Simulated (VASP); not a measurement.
# PbSe (Imm2) in VASP: single point with r2SCAN

Aim: the single point of PbSe with r2SCAN.

Everything below comes from runs of VASP 6.6.1. Logs are shortened: lines on timing, memory, paths and dates and some standing lists are left out, and cuts for length are marked.

**1. The cell of the first run**

The structure is orthorhombic, space group Imm2 (No. 44). Conventional cell: a = 4.331 Å, b = 6.124 Å, c = 4.331 Å, α = 90.00°, β = 90.00°, γ = 90.00°. Within 3.7 Å of Pb (site symmetry mm2) lie 6 Se at 2.85 to 3.29 Å. Within 3.7 Å of Se (site symmetry mm2) lie 6 Pb at 2.85 to 3.29 Å.

**2. Single point, r2SCAN (atom 2 (Se) moved by (-0.225, -0.225) A along x and z)**

Contents of POSCAR:

```
PbSe
1.0
    0.0000000000      3.0621500000      3.0621500000
    3.0621500000      0.0000000000      3.0621500000
    3.0621500000      3.0621500000      0.0000000000
Pb Se
1 1
Direct
    0.0000000000      0.0000000000      0.0000000000
    0.5000000000      0.4265222148      0.5000000000
```

Contents of INCAR.step1:

```
SYSTEM = PbSe
PREC     = Accurate       ! precision mode
ENCUT    = 520            ! plane-wave cutoff, eV
ISMEAR   = 0              ! smearing method
SIGMA    = 0.05           ! smearing width, eV
LREAL    = .False.        ! projectors in reciprocal space
LASPH    = .True.         ! aspherical terms in the spheres
NELM     = 100            ! most SCF steps
NBANDS   = 17             ! bands
GGA      = PE             ! functional
ALGO     = Normal         ! electronic algorithm
EDIFF    = 1E-4           ! SCF threshold, eV
LWAVE    = .True.         ! write WAVECAR
LCHARG   = .False.        ! write CHGCAR
```

Contents of INCAR.step2:

```
SYSTEM = PbSe
PREC     = Accurate       ! precision mode
ENCUT    = 520            ! plane-wave cutoff, eV
EDIFF    = 1E-7           ! SCF threshold, eV
ISMEAR   = 0              ! smearing method
SIGMA    = 0.05           ! smearing width, eV
LREAL    = .False.        ! projectors in reciprocal space
LASPH    = .True.         ! aspherical terms in the spheres
NELM     = 100            ! most SCF steps
ALGO     = Normal         ! electronic algorithm
ISIF     = 2              ! what is computed and relaxed
LWAVE    = .False.        ! write WAVECAR
LCHARG   = .True.         ! write CHGCAR
METAGGA  = R2SCAN         ! meta-GGA
LMIXTAU  = .True.       
LELF     = .True.         ! ELF
LVHAR    = .True.       
NBANDS   = 17             ! bands
ISTART   = 1
```

Contents of KPOINTS:

```
Automatic mesh
0
Gamma
  10 10 10
  0 0 0
```

Potentials or basis: VASP PAW PBE potentials, release 64 (Pb_d, Se).

Started as:

```sh
cat potpaw_PBE.64/Pb_d/POTCAR potpaw_PBE.64/Se/POTCAR > POTCAR
cp INCAR.step1 INCAR
mpirun -np 1 vasp_std > vasp.out
cp INCAR.step2 INCAR
mpirun -np 1 vasp_std > vasp.out
```

OUTCAR:

```text
SYSTEM = PbSe
   PREC = Accurate
   ENCUT = 520
   EDIFF = 1E-7
   ISMEAR = 0
   LREAL = .False.
   LASPH = .True.
   NELM = 100
   ISIF = 2
   METAGGA = R2SCAN
   ISTART = 1

 ion  position               nearest neighbor table
   1  0.000  0.000  0.000-   2 2.85   2 2.85   2 3.08   2 3.08   2 3.29   2 3.29
   2  0.500  0.427  0.500-   1 2.85   1 2.85   1 3.08   1 3.08   1 3.29   1 3.29

  LATTYP: Found a face centered cubic cell.
 ALAT       =     6.1243000000

  Lattice vectors:

 A1 = (   0.0000000000,   3.0621500000,   3.0621500000)
 A2 = (   3.0621500000,   0.0000000000,   3.0621500000)
 A3 = (   3.0621500000,   3.0621500000,   0.0000000000)

Analysis of symmetry for initial positions (statically):
=====================================================================
 Subroutine PRICEL returns:
 Original cell was already a primitive cell.

 Routine SETGRP: Setting up the symmetry group for a
 face centered cubic supercell.

 Subroutine GETGRP returns: Found  4 space group operations
 (whereof  4 operations were pure point group operations)
 out of a pool of 48 trial point group operations.

The static configuration has the point symmetry C_2v.

Analysis of symmetry for dynamics (positions and initial velocities):
=====================================================================
 Subroutine PRICEL returns:
 Original cell was already a primitive cell.

 Routine SETGRP: Setting up the symmetry group for a
 face centered cubic supercell.

 Subroutine GETGRP returns: Found  4 space group operations
 (whereof  4 operations were pure point group operations)
 out of a pool of 48 trial point group operations.

The dynamic configuration has the point symmetry C_2v.

 Subroutine INISYM returns: Found  4 space group operations
 (whereof  4 operations are pure point group operations),
 and found     1 'primitive' translations

----------------------------------------------------------------------------------------

                                     Primitive cell

  volume of cell :      57.4261

  direct lattice vectors                    reciprocal lattice vectors
     0.000000000  3.062150000  3.062150000    -0.163283967  0.163283967  0.163283967
     3.062150000  0.000000000  3.062150000     0.163283967 -0.163283967  0.163283967
     3.062150000  3.062150000  0.000000000     0.163283967  0.163283967 -0.163283967

  length of vectors
     4.330534060  4.330534060  4.330534060     0.282816127  0.282816127  0.282816127

  position of ions in fractional coordinates (direct lattice)
     0.000000000  0.000000000  0.000000000
     0.500000000  0.426522215  0.500000000

  ion indices of the primitive-cell ions
   primitive index   ion index
                 1           1
                 2           2

----------------------------------------------------------------------------------------

 KPOINTS: Automatic mesh

Automatic generation of k-mesh.
 Grid dimensions read from file:
 generate k-points for:   10   10   10

 Generating k-lattice:

  Cartesian coordinates                     Fractional coordinates (reciprocal lattice)
    -0.016328397  0.016328397  0.016328397     0.100000000  0.000000000  0.000000000
     0.016328397 -0.016328397  0.016328397     0.000000000  0.100000000  0.000000000
     0.016328397  0.016328397 -0.016328397     0.000000000  0.000000000  0.100000000

  Length of vectors
     0.028281613  0.028281613  0.028281613

  Shift w.r.t. Gamma in fractional coordinates (k-lattice)
     0.000000000  0.000000000  0.000000000

 Subroutine IBZKPT returns following result:
 ===========================================

 Found    171 irreducible k-points:

 Following reciprocal coordinates:
            Coordinates               Weight
  0.000000  0.000000  0.000000      1.000000
  0.100000  0.000000  0.000000      4.000000
  0.000000  0.100000  0.000000      4.000000
  0.200000  0.000000  0.000000      4.000000
  0.000000  0.200000  0.000000      4.000000
  0.300000  0.000000  0.000000      4.000000
[... 16 lines left out ...]
  0.000000  0.400000  0.100000      8.000000
  0.100000  0.000000  0.400000      4.000000
 [... further k-points ...]
   k-points           NKPTS =    171   k-points in BZ     NKDIM =    171   number of bands    NBANDS=     17
   number of dos      NEDOS =    301   number of ions     NIONS =      2
   total plane-waves  NPLWV =  32768
   dimension x,y,z NGX =    32 NGY =   32 NGZ =   32
   dimension x,y,z NGXF=    64 NGYF=   64 NGZF=   64
   ions per type =               1   1
   NGX,Y,Z   is equivalent  to a cutoff of  12.28, 12.28, 12.28 a.u.
   NGXF,Y,Z  is equivalent  to a cutoff of  24.57, 24.57, 24.57 a.u.
 SYSTEM =  PbSe
   PREC   = accura    normal or accurate (medium, high low for compatibility)
   ISTART =      1    job   : 0-new  1-cont  2-samecut
   ICHARG =      0    charge: 1-file 2-atom 10-const
   ISPIN  =      1    spin polarized calculation?
   LNONCOLLINEAR =      F non collinear calculations
   LSORBIT =      F    spin-orbit coupling
   LASPH  =      T    aspherical Exc in radial PAW
   ENCUT  =  520.0 eV  38.22 Ry    6.18 a.u.   8.05  8.05  8.05*2*pi/ulx,y,z
   NELM   =    100;   NELMIN=  2; NELMDL=  0     # of ELM steps
   EDIFF  = 0.1E-06   stopping-criterion for ELM
   LREAL  =      F    real-space projection
   EDIFFG = 0.1E-05   stopping-criterion for IOM
   NSW    =      0    number of steps for IOM
   IBRION =     -1    ionic relax: 0-MD 1-quasi-New 2-CG
   NFREE  =      0    steps in history (QN), initial steepest desc. (CG)
   ISIF   =      2    stress and relaxation
   ISYM   =      2    0-nonsym 1-usesym 2-fastsym
   POTIM  = 0.5000    time-step for ionic-motion
   TEBEG  =    0.0;   TEEND  =   0.0 temperature during run
   PSTRESS=    0.0 pullay stress
   NELECT =      20.0000    total number of electrons
   NUPDOWN=      -1.0000    fix difference up-down
   EMIN   =  10.00;   EMAX   =-10.00  energy-range for DOS
   EFERMI =   0.00;   METHOD = LEGACY
   ISMEAR =     0;   SIGMA  =   0.05  broadening in eV -4-tet -1-fermi 0-gaus
   EFERMI_NEDOS =   21; number of points for ismear=-14 and -15
   IALGO  =     38    algorithm
   IMIX   =      4    mixing-type and parameters
     AMIX     =   0.40;   BMIX     =  1.00
     AMIX_MAG =   1.60;   BMIX_MAG =  1.00
  volume/ion in A,a.u.               =      28.71       193.77
  Fermi-wavevector in a.u.,A,eV,Ry     =   1.151812  2.176610 18.050462  1.326672
  Thomas-Fermi vector in A             =   2.288467
   LORBIT       =      0    0 simple, 1 ext, 2 COOP (PROOUT), +10 PAW based schemes
   METAGGA = R2SCAN    functional components
   LHFCALC =     F    Hartree Fock is set to
   AEXX    =    0.0000 exact exchange contribution
   IVDW    =     0    specifies the selected vdW correction
   LEPSILON=     F    determine dielectric tensor
   LRPA    =     F    only Hartree local field effects (RPA)
 non-spin polarized calculation
 Gauss-broadening in eV      SIGMA  =   0.05
  energy-cutoff  :      520.00
  volume of cell :       57.43
 maximum number of plane-waves:      1572
   NGX = 17   NGY = 17   NGZ = 17

 number of electron      19.9999999 magnetization

 Free energy of the ion-electron system (eV)
  ---------------------------------------------------
  ext. energy  EPLUGINS =         0.00000000
  ---------------------------------------------------
  free energy    TOTEN  =       -71.88137601 eV

  energy without entropy =      -71.88137601  energy(sigma->0) =      -71.88137601

 E-fermi :   5.1842     XC(G=0): -10.0388

 val. band max:        4.8860749751   @ k =   0.5000   0.0000   0.0000
 cond. band min:       5.6080254239   @ k =   0.5000   0.0000   0.0000
 fundamental gap:      0.7219504488
 Fermi energy:         5.1841745735

 k-point     1 :       0.0000    0.0000    0.0000
  band No.  band energies     occupation
      1     -12.5182      2.00000
      2     -12.5177      2.00000
      3     -12.5168      2.00000
      4     -12.5061      2.00000
      5     -12.5027      2.00000
      6      -9.3597      2.00000
[... 9 lines left out ...]
     16      12.3938      0.00000
     17      13.5437      0.00000

 k-point     2 :       0.1000    0.0000    0.0000
  band No.  band energies     occupation
      1     -12.5240      2.00000
      2     -12.5193      2.00000
      3     -12.5133      2.00000
      4     -12.5052      2.00000
      5     -12.4997      2.00000
      6      -9.2764      2.00000
[... 9 lines left out ...]
     16      12.4303      0.00000
     17      14.3546      0.00000

 k-point     3 :       0.0000    0.1000    0.0000
  band No.  band energies     occupation
      1     -12.5218      2.00000
      2     -12.5195      2.00000
      3     -12.5151      2.00000
      4     -12.5036      2.00000
      5     -12.5008      2.00000
      6      -9.2825      2.00000
[... 9 lines left out ...]
     16      12.4466      0.00000
     17      14.2925      0.00000

 k-point     4 :       0.2000    0.0000    0.0000
  band No.  band energies     occupation
      1     -12.5363      2.00000
      2     -12.5249      2.00000
      3     -12.5050      2.00000
      4     -12.5034      2.00000
      5     -12.4915      2.00000
      6      -9.0395      2.00000
[... 9 lines left out ...]
     16      12.7480      0.00000
     17      15.8440      0.00000

 k-point     5 :       0.0000    0.2000    0.0000
  band No.  band energies     occupation
      1     -12.5296      2.00000
      2     -12.5253      2.00000
      3     -12.5135      2.00000
      4     -12.4959      2.00000
      5     -12.4942      2.00000
      6      -9.0641      2.00000
[... 9 lines left out ...]
     16      12.8393      0.00000
     17      15.7948      0.00000

 k-point     6 :       0.3000    0.0000    0.0000
  band No.  band energies     occupation
      1     -12.5502      2.00000
      2     -12.5324      2.00000
      3     -12.5023      2.00000
      4     -12.4947      2.00000
      5     -12.4807      2.00000
      6      -8.6954      2.00000
[... 9 lines left out ...]
     16      13.5500      0.00000
     17      17.2627      0.00000
[... 281 lines left out ...]
 k-point    21 :       0.3000    0.2000    0.3000
  band No.  band energies     occupation
      1     -12.5509      2.00000
      2     -12.5238      2.00000
      3     -12.5085      2.00000
      4     -12.4941      2.00000
      5     -12.4846      2.00000
      6      -8.7903      2.00000
[... 9 lines left out ...]
     16      13.9966      0.00000
     17      16.5360      0.00000

 k-point    22 :       0.4000    0.1000    0.0000
  band No.  band energies     occupation
      1     -12.5692      2.00000
      2     -12.5321      2.00000
      3     -12.5036      2.00000
      4     -12.4895      2.00000
      5     -12.4713      2.00000
      6      -8.3932      2.00000
[... 9 lines left out ...]
     16      15.0496      0.00000
     17      16.6120      0.00000

 k-point    23 :       0.0000    0.4000    0.1000
  band No.  band energies     occupation
      1     -12.5572      2.00000
      2     -12.5328      2.00000
      3     -12.5119      2.00000
      4     -12.4827      2.00000
      5     -12.4756      2.00000
      6      -8.4753      2.00000
[... 9 lines left out ...]
     16      15.2310      0.00000
     17      16.9279      0.00000

 k-point    24 :       0.1000    0.0000    0.4000
  band No.  band energies     occupation
      1     -12.5648      2.00000
      2     -12.5355      2.00000
      3     -12.4992      2.00000
      4     -12.4851      2.00000
      5     -12.4805      2.00000
      6      -8.4092      2.00000
[... 9 lines left out ...]
     16      15.1113      0.00000
     17      16.7531      0.00000

 [... further k-points ...]
[... 5 lines left out ...]
  --------------------------------------------------------------------------------------
  -------------------------------------------------------------------------------------
  Total        1.3121593      0.5551325      1.3121593      0.0000000      0.0000000      0.0960065
  in kB       36.6089927     15.4880895     36.6089927      0.0000000      0.0000000      2.6785635
  external PRESSURE =      29.5686916 kB  Pullay stress =       0.0000000 kB

 VOLUME and BASIS-vectors are now :
 -----------------------------------------------------------------------------
  energy-cutoff  :      520.00
  volume of cell :       57.43
      direct lattice vectors                 reciprocal lattice vectors
     0.000000000  3.062150000  3.062150000    -0.163283967  0.163283967  0.163283967
     3.062150000  0.000000000  3.062150000     0.163283967 -0.163283967  0.163283967
     3.062150000  3.062150000  0.000000000     0.163283967  0.163283967 -0.163283967

 POSITION                                       TOTAL-FORCE (eV/Angst)
 -----------------------------------------------------------------------------------
      0.00000      0.00000      0.00000        -0.324729      0.000000     -0.324729
      2.83715      3.06215      2.83715         0.324729     -0.000000      0.324729
 -----------------------------------------------------------------------------------
    total drift:                                0.000073     -0.000000      0.000073

  FREE ENERGIE OF THE ION-ELECTRON SYSTEM (eV)
  ---------------------------------------------------
  free  energy   TOTEN  =       -71.8813760077 eV

  energy  without entropy=      -71.8813760077  energy(sigma->0) =      -71.88137601
```

Run time: 18 min. Hardware: 1 thread of AMD EPYC 7R43 (Zen 3), shared host; peak memory 0.27 GiB.

What came out:

| Quantity | Value |
| --- | --- |
| Free energy | -71.8814 eV |
| Pressure | 3.0 GPa |
| Largest force | 0.459 eV/Å |
| Band gap on the k mesh | 0.72 eV, direct |

Forces in eV/Å, atoms in the order of the input:
```
Pb  -0.325  0.000 -0.325
Se   0.325  0.000  0.325
```

Caveat: the cell differs from its parent crystal (atom 2 (Se) moved by (-0.225, -0.225) A along x and z); the PAW data sets were made with another functional, which shifts forces and pressure a little; spin-orbit coupling is left out, which moves the levels of the heavy elements. A k mesh can miss the band edges.
